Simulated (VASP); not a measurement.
Here is a VASP 6.6.1 calculation.

The input INCAR:

```
PREC = Accurate
ENCUT = 600
EDIFF = 1E-6
ISMEAR = 0
SIGMA = 0.02
LREAL = False
LASPH = True
NELM = 60
ALGO = Normal
ISIF = 3
LWAVE = False
LCHARG = False
GGA = PE
IVDW = 12
IBRION = 2
NSW = 100
EDIFFG = -0.005
```

The input KPOINTS:

```
Automatic mesh
0
Gamma
  12 12 12
```

POSCAR

```
WS2
1.0
    1.5786122883      0.9114122296      6.0545791574
   -1.5786122883      0.9114122296      6.0545791574
    0.0000000000     -1.8228244592      6.0545791574
W S
1 2
Direct
   -0.0006381090     -0.0006381090     -0.0006381090
    0.7526508554      0.7526508554      0.7526508554
    0.5792872536      0.5792872536      0.5792872536
```

Potentials or basis: VASP PAW PBE potentials, release 64 (W_sv, S).

Launch:

```bash
$ cat potpaw_PBE.64/W_sv/POTCAR potpaw_PBE.64/S/POTCAR > POTCAR
$ mpirun -np 1 vasp_std > vasp.out
```

(1) Estimate the space group after relaxing (to 0.1 Å).

(2) Estimate the band gap on the k mesh.

## Answers

(1) R3m (No. 160).

(2) 0.93 eV (least direct gap 1.92 eV).

Caveat: spin-orbit coupling is left out, which moves the levels of the heavy elements.
